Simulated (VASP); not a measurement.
Crystal: Al.

```xyz
1
Lattice="0.0000 2.0248 2.0248 2.0248 0.0000 2.0248 2.0248 2.0248 0.0000" Properties=species:S:1:pos:R:3 pbc="T T T"
Al    0.0000    0.0000    0.0000
```

Base run:

* Program: VASP 6.6.1
* Functional: r2SCAN
* Potentials or basis: VASP PAW PBE potentials, release 64 (Al)
* Cutoff: 520 eV
* k mesh: 14 × 14 × 14
* Occupations: gaussian, width 0.1 eV
* Spin: no spin polarisation

Its results: pressure -4.1 GPa.

**Question.** The run is repeated on the same cell with these changes: functional from r2SCAN to PBEsol. What comes out?

**Answer.** Pressure -2.2 GPa.

Caveats: the PAW data sets were made with another functional, which shifts forces and pressure a little.
